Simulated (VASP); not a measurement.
# V (Im-3m) in VASP: single point with PBEsol

Aim: the single point of V with PBEsol.

Program: VASP 6.6.1. These are calculated values, not measurements. Logs are shortened: lines on timing, memory, paths and dates and some standing lists are left out, and cuts for length are marked.

## (1) The cell of the first run

It takes space group Im-3m (No. 229, cubic). Conventional cell: a = 2.982 Å, b = 2.982 Å, c = 2.982 Å, α = 90.00°, β = 90.00°, γ = 90.00°. V (site symmetry m-3m) has 14 V at 2.58 to 2.98 Å within 3.4 Å.

## (2) Single point, PBEsol, collinear spin, ferromagnetic start

Contents of INCAR:

```
SYSTEM = V
PREC     = Accurate       ! precision mode
ENCUT    = 500            ! plane-wave cutoff, eV
EDIFF    = 1E-6           ! SCF threshold, eV
ISMEAR   = 0              ! smearing method
SIGMA    = 0.1            ! smearing width, eV
LREAL    = .FALSE.        ! projectors in reciprocal space
LASPH    = .TRUE.         ! aspherical terms in the spheres
NELM     = 200            ! most SCF steps
ALGO     = Normal         ! electronic algorithm
ISIF     = 2              ! what is computed and relaxed
LWAVE    = .FALSE.        ! write WAVECAR
LCHARG   = .FALSE.        ! write CHGCAR
ISPIN    = 2              ! spin polarisation
MAGMOM   = 2              ! initial moments
LORBIT   = 11             ! projections on sites
LMAXMIX  = 4              ! l up to which the mixer works
GGA      = PS             ! functional
NBANDS   = 16             ! bands
GGA_COMPAT= .FALSE.
```

Contents of KPOINTS:

```
Automatic mesh
0
G
  8 8 8
  0 0 0
```

Contents of POSCAR:

```
V
1.0
   -1.4911995862      1.4911995862      1.4911995862
    1.4911995862     -1.4911995862      1.4911995862
    1.4911995862      1.4911995862     -1.4911995862
V
1
Direct
    0.0000000000      0.0000000000      0.0000000000
```

Potentials or basis: VASP PAW PBE potentials, release 64 (V_sv).

On the command line:

```bash
cat potpaw_PBE.64/V_sv/POTCAR > POTCAR
mpirun -np 1 vasp_std > vasp.out
```

OUTCAR:

```text
SYSTEM = V
   PREC = Accurate
   ENCUT = 500
   EDIFF = 1E-6
   ISMEAR = 0
   LREAL = .FALSE.
   LASPH = .TRUE.
   NELM = 200
   ISIF = 2
   ISPIN = 2
   LORBIT = 11
   GGA = PS

 ion  position               nearest neighbor table
   1  0.000  0.000  0.000-

  LATTYP: Found a body centered cubic cell.
 ALAT       =     2.9823991724

  Lattice vectors:

 A1 = (  -1.4911995862,   1.4911995862,   1.4911995862)
 A2 = (   1.4911995862,  -1.4911995862,   1.4911995862)
 A3 = (   1.4911995862,   1.4911995862,  -1.4911995862)

Analysis of symmetry for initial positions (statically):
=====================================================================
 Subroutine PRICEL returns:
 Original cell was already a primitive cell.

 Routine SETGRP: Setting up the symmetry group for a
 body centered cubic supercell.

 Subroutine GETGRP returns: Found 48 space group operations
 (whereof 48 operations were pure point group operations)
 out of a pool of 48 trial point group operations.

The static configuration has the point symmetry O_h .

Analysis of symmetry for dynamics (positions and initial velocities):
=====================================================================
 Subroutine PRICEL returns:
 Original cell was already a primitive cell.

 Routine SETGRP: Setting up the symmetry group for a
 body centered cubic supercell.

 Subroutine GETGRP returns: Found 48 space group operations
 (whereof 48 operations were pure point group operations)
 out of a pool of 48 trial point group operations.

The dynamic configuration has the point symmetry O_h .

Analysis of structural, dynamic, and magnetic symmetry:
=====================================================================
 Subroutine PRICEL returns:
 Original cell was already a primitive cell.

 Routine SETGRP: Setting up the symmetry group for a
 body centered cubic supercell.

 Subroutine GETGRP returns: Found 48 space group operations
 (whereof 48 operations were pure point group operations)
 out of a pool of 48 trial point group operations.

The overall configuration has the point symmetry O_h .

 Subroutine INISYM returns: Found 48 space group operations
 (whereof 48 operations are pure point group operations),
 and found     1 'primitive' translations

----------------------------------------------------------------------------------------

                                     Primitive cell

  volume of cell :      13.2638

  direct lattice vectors                    reciprocal lattice vectors
    -1.491199586  1.491199586  1.491199586     0.000000000  0.335300522  0.335300522
     1.491199586 -1.491199586  1.491199586     0.335300522  0.000000000  0.335300522
     1.491199586  1.491199586 -1.491199586     0.335300522  0.335300522  0.000000000

  length of vectors
     2.582833448  2.582833448  2.582833448     0.474186546  0.474186546  0.474186546

  position of ions in fractional coordinates (direct lattice)
     0.000000000  0.000000000  0.000000000

  ion indices of the primitive-cell ions
   primitive index   ion index
                 1           1

----------------------------------------------------------------------------------------

 KPOINTS: Automatic mesh

Automatic generation of k-mesh.
 Grid dimensions read from file:
 generate k-points for:    8    8    8

 Generating k-lattice:

  Cartesian coordinates                     Fractional coordinates (reciprocal lattice)
     0.000000000  0.041912565  0.041912565     0.125000000  0.000000000  0.000000000
     0.041912565  0.000000000  0.041912565     0.000000000  0.125000000  0.000000000
     0.041912565  0.041912565  0.000000000     0.000000000  0.000000000  0.125000000

  Length of vectors
     0.059273318  0.059273318  0.059273318

  Shift w.r.t. Gamma in fractional coordinates (k-lattice)
     0.000000000  0.000000000  0.000000000

 Subroutine IBZKPT returns following result:
 ===========================================

 Found     29 irreducible k-points:

 Following reciprocal coordinates:
            Coordinates               Weight
  0.000000  0.000000  0.000000      1.000000
  0.125000  0.000000  0.000000     12.000000
  0.250000  0.000000  0.000000     12.000000
  0.375000  0.000000  0.000000     12.000000
  0.500000  0.000000  0.000000      6.000000
  0.125000  0.125000  0.000000     24.000000
[... 16 lines left out ...]
 -0.250000  0.250000  0.250000      6.000000
 -0.375000  0.375000  0.250000     24.000000
 [... further k-points ...]
   k-points           NKPTS =     29   k-points in BZ     NKDIM =     29   number of bands    NBANDS=     16
   number of dos      NEDOS =    301   number of ions     NIONS =      1
   total plane-waves  NPLWV =   8000
   dimension x,y,z NGX =    20 NGY =   20 NGZ =   20
   dimension x,y,z NGXF=    40 NGYF=   40 NGZF=   40
   ions per type =               1
   NGX,Y,Z   is equivalent  to a cutoff of  12.87, 12.87, 12.87 a.u.
   NGXF,Y,Z  is equivalent  to a cutoff of  25.75, 25.75, 25.75 a.u.
 SYSTEM =  V
   PREC   = accura    normal or accurate (medium, high low for compatibility)
   ISTART =      0    job   : 0-new  1-cont  2-samecut
   ICHARG =      2    charge: 1-file 2-atom 10-const
   ISPIN  =      2    spin polarized calculation?
   LNONCOLLINEAR =      F non collinear calculations
   LSORBIT =      F    spin-orbit coupling
   LASPH  =      T    aspherical Exc in radial PAW
   ENCUT  =  500.0 eV  36.75 Ry    6.06 a.u.   4.71  4.71  4.71*2*pi/ulx,y,z
   NELM   =    200;   NELMIN=  2; NELMDL= -5     # of ELM steps
   EDIFF  = 0.1E-05   stopping-criterion for ELM
   LREAL  =      F    real-space projection
   EDIFFG = 0.1E-04   stopping-criterion for IOM
   NSW    =      0    number of steps for IOM
   IBRION =     -1    ionic relax: 0-MD 1-quasi-New 2-CG
   NFREE  =      0    steps in history (QN), initial steepest desc. (CG)
   ISIF   =      2    stress and relaxation
   ISYM   =      2    0-nonsym 1-usesym 2-fastsym
   POTIM  = 0.5000    time-step for ionic-motion
   TEBEG  =    0.0;   TEEND  =   0.0 temperature during run
   PSTRESS=    0.0 pullay stress
   NELECT =      13.0000    total number of electrons
   NUPDOWN=      -1.0000    fix difference up-down
   EMIN   =  10.00;   EMAX   =-10.00  energy-range for DOS
   EFERMI =   0.00;   METHOD = LEGACY
   ISMEAR =     0;   SIGMA  =   0.10  broadening in eV -4-tet -1-fermi 0-gaus
   EFERMI_NEDOS =   21; number of points for ismear=-14 and -15
   IALGO  =     38    algorithm
   IMIX   =      4    mixing-type and parameters
     AMIX     =   0.40;   BMIX     =  1.00
     AMIX_MAG =   1.60;   BMIX_MAG =  1.00
  volume/ion in A,a.u.               =      13.26        89.51
  Fermi-wavevector in a.u.,A,eV,Ry     =   1.626173  3.073022 35.979788  2.644440
  Thomas-Fermi vector in A             =   2.719176
   LORBIT       =     11    0 simple, 1 ext, 2 COOP (PROOUT), +10 PAW based schemes
   GGA     = PS    functional components
   LHFCALC =     F    Hartree Fock is set to
   AEXX    =    0.0000 exact exchange contribution
   IVDW    =     0    specifies the selected vdW correction
   LEPSILON=     F    determine dielectric tensor
   LRPA    =     F    only Hartree local field effects (RPA)
 spin polarized calculation
 Gauss-broadening in eV      SIGMA  =   0.10
  energy-cutoff  :      500.00
  volume of cell :       13.26
 maximum number of plane-waves:       370
   NGX =  9   NGY =  9   NGZ =  9

 number of electron      12.9999992 magnetization       0.0001868

 number of electron      12.9999992 magnetization      -0.0000090

 Free energy of the ion-electron system (eV)
  ---------------------------------------------------
  ext. energy  EPLUGINS =         0.00000000
  ---------------------------------------------------
  free energy    TOTEN  =        -9.64994793 eV

  energy without entropy =       -9.64090648  energy(sigma->0) =       -9.64542720

 E-fermi :   9.7747     XC(G=0): -13.1373

 val. band max:        9.7533386203   @ k =   0.2500   0.0000   0.0000
 cond. band min:       9.7870177073   @ k =  -0.2500   0.2500   0.1250
 fundamental gap:      0.0336790870
 Fermi energy:         9.7747307511

 spin component 1

 k-point     1 :       0.0000    0.0000    0.0000
  band No.  band energies     occupation
      1     -53.6577      1.00000
      2     -27.0348      1.00000
      3     -27.0348      1.00000
      4     -27.0348      1.00000
      5       3.1234      1.00000
      6      10.2011      0.00000
[... 8 lines left out ...]
     15      37.5700      0.00000
     16      41.9148      0.00000

 k-point     2 :       0.1250    0.0000    0.0000
  band No.  band energies     occupation
      1     -53.6267      1.00000
      2     -27.1812      1.00000
      3     -27.0794      1.00000
      4     -27.0360      1.00000
      5       3.7484      1.00000
      6       9.9386      0.01023
[... 8 lines left out ...]
     15      37.9672      0.00000
     16      38.1858      0.00000

 k-point     3 :       0.2500    0.0000    0.0000
  band No.  band energies     occupation
      1     -53.5512      1.00000
      2     -27.5255      1.00000
      3     -27.1857      1.00000
      4     -27.0387      1.00000
      5       5.2945      1.00000
      6       9.3531      1.00000
[... 8 lines left out ...]
     15      36.5477      0.00000
     16      37.2661      0.00000
[... 362 lines left out ...]
 k-point    23 :      -0.2500    0.2500    0.2500
  band No.  band energies     occupation
      1     -53.4611      1.00000
      2     -27.5453      1.00000
      3     -27.3512      1.00000
      4     -27.3512      1.00000
      5       6.8415      1.00000
      6       9.1757      1.00000
[... 8 lines left out ...]
     15      40.5467      0.00000
     16      40.5467      0.00000

 k-point    24 :      -0.3750    0.3750    0.2500
  band No.  band energies     occupation
      1     -53.3967      1.00000
      2     -27.7416      1.00000
      3     -27.4658      1.00000
      4     -27.3806      1.00000
      5       7.5117      1.00000
      6       8.2456      1.00000
[... 8 lines left out ...]
     15      39.7209      0.00000
     16      39.7612      0.00000

 [... further k-points ...]

 spin component 2

 k-point     1 :       0.0000    0.0000    0.0000
  band No.  band energies     occupation
      1     -53.6577      1.00000
      2     -27.0348      1.00000
      3     -27.0348      1.00000
      4     -27.0348      1.00000
      5       3.1234      1.00000
      6      10.2011      0.00000
[... 8 lines left out ...]
     15      37.5700      0.00000
     16      41.9149      0.00000

 k-point     2 :       0.1250    0.0000    0.0000
  band No.  band energies     occupation
      1     -53.6268      1.00000
      2     -27.1812      1.00000
      3     -27.0794      1.00000
      4     -27.0361      1.00000
      5       3.7485      1.00000
      6       9.9386      0.01023
[... 8 lines left out ...]
     15      37.9673      0.00000
     16      38.1858      0.00000

 k-point     3 :       0.2500    0.0000    0.0000
  band No.  band energies     occupation
      1     -53.5513      1.00000
      2     -27.5256      1.00000
      3     -27.1857      1.00000
      4     -27.0388      1.00000
      5       5.2946      1.00000
      6       9.3531      1.00000
[... 8 lines left out ...]
     15      36.5478      0.00000
     16      37.2661      0.00000
[... 362 lines left out ...]
 k-point    23 :      -0.2500    0.2500    0.2500
  band No.  band energies     occupation
      1     -53.4612      1.00000
      2     -27.5454      1.00000
      3     -27.3512      1.00000
      4     -27.3512      1.00000
      5       6.8415      1.00000
      6       9.1756      1.00000
[... 8 lines left out ...]
     15      40.5468      0.00000
     16      40.5468      0.00000

 k-point    24 :      -0.3750    0.3750    0.2500
  band No.  band energies     occupation
      1     -53.3967      1.00000
      2     -27.7417      1.00000
      3     -27.4658      1.00000
      4     -27.3807      1.00000
      5       7.5117      1.00000
      6       8.2456      1.00000
[... 8 lines left out ...]
     15      39.7209      0.00000
     16      39.7613      0.00000

 [... further k-points ...]

------------------------ aborting loop because EDIFF is reached ----------------------------------------

  FORCE on cell =-STRESS in cart. coord.  units (eV):
  Direction    XX          YY          ZZ          XY          YZ          ZX
  --------------------------------------------------------------------------------------
  -------------------------------------------------------------------------------------
  Total       -0.4771057     -0.4771057     -0.4771057      0.0000000     -0.0000000     -0.0000000
  in kB      -57.6312261    -57.6312261    -57.6312261      0.0000000     -0.0000000     -0.0000000
  external PRESSURE =     -57.6312261 kB  Pullay stress =       0.0000000 kB

 VOLUME and BASIS-vectors are now :
 -----------------------------------------------------------------------------
  energy-cutoff  :      500.00
  volume of cell :       13.26
      direct lattice vectors                 reciprocal lattice vectors
    -1.491199586  1.491199586  1.491199586     0.000000000  0.335300522  0.335300522
     1.491199586 -1.491199586  1.491199586     0.335300522  0.000000000  0.335300522
     1.491199586  1.491199586 -1.491199586     0.335300522  0.335300522  0.000000000

 POSITION                                       TOTAL-FORCE (eV/Angst)
 -----------------------------------------------------------------------------------
      0.00000      0.00000      0.00000         0.000000     -0.000000     -0.000000
 -----------------------------------------------------------------------------------
    total drift:                                0.000000     -0.000000      0.000000

  FREE ENERGIE OF THE ION-ELECTRON SYSTEM (eV)
  ---------------------------------------------------
  free  energy   TOTEN  =        -9.6499479273 eV

  energy  without entropy=       -9.6409064827  energy(sigma->0) =       -9.64542720

 total charge

# of ion       s       p       d       tot
------------------------------------------
    1        2.348   6.219   3.126  11.693

 magnetization (x)

# of ion       s       p       d       tot
------------------------------------------
    1       -0.000   0.000  -0.000  -0.000
```

It took 18 s on 1 thread of AMD EPYC 7R13, shared host; peak memory 0.1 GiB.

What came out:

```
Free energy                                           : -9.6499 eV
Pressure                                              : -5.8 GPa
Net moment                                            : 0.00 μB per cell
Valence electrons inside the program's atomic spheres : V 11.69
```

Levels at points of the mesh, in eV from the Fermi level:
Spin up:
| k point | band 2 | band 3 | band 4 | band 5 | band 6 | band 7 | band 8 | band 9 | band 10 | band 11 |
| --- | --- | --- | --- | --- | --- | --- | --- | --- | --- | --- |
| (0.00, 0.00, 0.00) | -36.81 | -36.81 | -36.81 | -6.65 | 0.43 | 0.43 | 0.43 | 2.47 | 2.47 | 20.58 |
| (0.50, 0.00, 0.00) | -37.77 | -37.11 | -36.82 | -3.24 | -1.16 | 1.68 | 2.48 | 2.85 | 4.24 | 10.37 |
| (0.50, 0.50, 0.50) | -37.46 | -37.46 | -37.46 | -3.08 | -3.08 | 3.84 | 3.84 | 3.84 | 10.30 | 10.30 |
Spin down:
```tsv
k point	band 3	band 4	band 5	band 6	band 7	band 8	band 9	band 10
(0.00, 0.00, 0.00)	-36.81	-36.81	-6.65	0.43	0.43	0.43	2.47	2.47
(0.50, 0.00, 0.00)	-37.11	-36.82	-3.24	-1.16	1.68	2.48	2.85	4.24
(0.50, 0.50, 0.50)	-37.46	-37.46	-3.08	-3.08	3.84	3.84	3.84	10.30
```

Caveat: the k points lie up to 0.37 Å⁻¹ apart; the moments typed at the start vanished in this run; the PAW data sets were made with another functional, which shifts forces and pressure a little.
